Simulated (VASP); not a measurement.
Here is a VASP 6.6.1 calculation.

Contents of INCAR:

```
  PREC = Accurate
  ENCUT = 520
  EDIFF = 1E-7
  ISMEAR = 1
  SIGMA = 0.1
  LREAL = F
  LASPH = T
  NELM = 60
  ALGO = Normal
  ISIF = 2
  LWAVE = F
  LCHARG = T
  LELF = T
  LVHAR = T
  NBANDS = 18
```

File KPOINTS:

```
regular mesh
0
Gamma
  11 11 6
```

The input POSCAR:

```
Ta
1.0
    2.9757377619      0.0000000000      0.0000000000
   -1.4878740109      2.5770705497      0.0000000000
    0.0000000000      0.0000000000      5.3005184604
Ta
2
Direct
    0.6666666667      0.3333333333      0.7500000000
    0.3333333333      0.6666666667      0.2500000000
```

Potentials or basis: VASP PAW LDA potentials, release 64 (Ta_pv).

Launch:

```sh
$ cat potpaw_LDA.64/Ta_pv/POTCAR > POTCAR
$ mpirun -np 1 vasp_std > vasp.out
```

Q: Estimate the pressure.

A: -22.3 GPa.

Q: What does it give for the band gap on the k mesh?

A: Zero (band 11 reaches 6.07 eV, above the bottom of band 12 at 4.17 eV).

Stress tensor (GPa, compression positive):
```
-23.45   0.00   0.00
  0.00 -23.45   0.00
  0.00   0.00 -20.04
```

Caveat: spin-orbit coupling is left out, which moves the levels of the heavy elements.
